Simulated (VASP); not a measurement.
The system is Li2ICl.

```
CELL_PARAMETERS angstrom
3.85187 0.00000 0.00000
0.00000 3.85187 0.00000
0.00000 0.00000 5.57452
ATOMIC_POSITIONS crystal
Cl 0.00000 0.00000 0.00000
Li 0.00000 0.00000 0.50000
Li 0.50000 0.50000 0.00000
I 0.50000 0.50000 0.50000
```

This cell differs from its parent crystal: biaxial xy strain -4.2%.

Base run:

| Item | Value |
| --- | --- |
| Program | VASP 6.6.1 |
| Functional | PBE |
| Potentials or basis | VASP PAW PBE potentials, release 64 (Cl, Li_sv, I) |
| Cutoff | 520 eV |
| k mesh | 6 × 6 × 6 |
| Occupations | fermi-dirac, width 0.02 eV |
| Spin | no spin polarisation |

Its results: band gap on the k mesh 4.39 eV, direct.

The run is repeated on the same cell with these changes: functional from PBE to r2SCAN; occupations from fermi-dirac, width 0.02 eV to gaussian, width 0.01 eV. What comes out?

Band gap on the k mesh 5.02 eV, direct.

Caveats: spin-orbit coupling is left out, which moves the levels of the heavy elements.

A k mesh can miss the band edges.
